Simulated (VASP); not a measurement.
The system is Ag.

```
Ag
1.0
    -1.54282    1.54282    1.45929
     1.54282   -1.54282    1.45929
     1.54282    1.54282   -1.45929
Ag
1
Direct
  0.00000 0.00000 0.00000
```

* Program: VASP 6.6.1
* Task: relaxation of cell and atoms
* Functional: r2SCAN
* Potentials or basis: VASP PAW PBE potentials, release 64 (Ag)
* Cutoff: 600 eV
* k mesh: 10 × 10 × 10
* Occupations: gaussian, width 0.1 eV
* Spin: no spin polarisation

At the start: pressure 44.0 GPa; volume 13.89 Å³/atom.

How do energy, volume and symmetry change on relaxing?

Over 9 steps the energy falls by 390.3 meV/atom and the volume is 17.50 Å³/atom (+25.9 %); space group I4/mmm (No. 139, to 0.1 Å) before and after.

The path:
```tsv
step	energy change (eV)	largest force (eV/Å)	pressure (GPa)	volume (Å³)
1	0.0000	0.0000	43.96	13.89
2	-0.0890	0.0000	-12.55	23.06
3	-0.3828	0.0000	-1.04	17.69
4	-0.3833	0.0000	-0.37	17.57
5	-0.3834	0.0000	0.06	17.49
6	-0.3855	0.0000	0.02	17.50
7	-0.3898	0.0000	0.01	17.50
8	-0.3828	0.0000	0.86	17.46
9	-0.3903	0.0000	0.10	17.50
```

Final structure:
```
Ag
1.0
    -1.70351    1.70351    1.50734
     1.70351   -1.70351    1.50734
     1.70351    1.70351   -1.50734
Ag
1
Direct
  0.00000 0.00000 0.00000
```

Caveat: the volume moved by over 15 % at a fixed basis, so the end points are rough; the PAW data sets were made with another functional, which shifts forces and pressure a little.
